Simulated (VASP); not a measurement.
A run of VASP 6.6.1 is set up as follows.

The input INCAR:

```
PREC     = Accurate       # precision mode
ENCUT    = 520            # plane-wave cutoff, eV
EDIFF    = 1E-8           # SCF threshold, eV
ISMEAR   = -1             # smearing method
SIGMA    = 0.02           # smearing width, eV
LREAL    = False          # projectors in reciprocal space
LASPH    = True           # aspherical terms in the spheres
NELM     = 60             # most SCF steps
ALGO     = Normal         # electronic algorithm
ISIF     = 2              # what is computed and relaxed
LWAVE    = False          # write WAVECAR
LCHARG   = False          # write CHGCAR
GGA      = CA             # functional
LEFG     = True         
NBANDS   = 16             # bands
```

KPOINTS

```
regular mesh
0
Gamma
  11 11 6
```

Contents of POSCAR:

```
AlN
1.0
    3.1130000000      0.0000000000      0.0000000000
   -1.5565000000      2.6959370820      0.0000000000
    0.0000000000      0.0000000000      4.9810000000
Al N
2 2
Direct
    0.3333333333      0.6666666667     -0.0009848543
    0.6666666667      0.3333333333      0.4990151457
    0.3333333333      0.6666666667      0.3809848543
    0.6666666667      0.3333333333      0.8809848543
```

Potentials or basis: VASP PAW LDA potentials, release 64 (Al, N).

The run is started by

```sh
$ cat potpaw_LDA.64/Al/POTCAR potpaw_LDA.64/N/POTCAR > POTCAR
$ mpirun -np 1 vasp_std > vasp.out
```

Task: Predict the band gap on the k mesh.

Result: 4.22 eV, direct.

Task: Estimate the pressure.

Result: -4.1 GPa.

Task: Estimate the largest force.

Result: 0.006 eV/Å.

Electric field gradients, principal values (V/Å²):
| atom | least | middle | greatest (by size) |
| --- | --- | --- | --- |
| 1 Al | -2.505 | -2.505 | 5.010 |
| 2 Al | -2.505 | -2.505 | 5.010 |
| 3 N | 0.091 | 0.093 | -0.184 |
| 4 N | 0.091 | 0.093 | -0.184 |

Caveat: without QUAD_EFG the Cq values of the log hold for a quadrupole moment of 1 mb, not for the nuclei. A k mesh can miss the band edges.
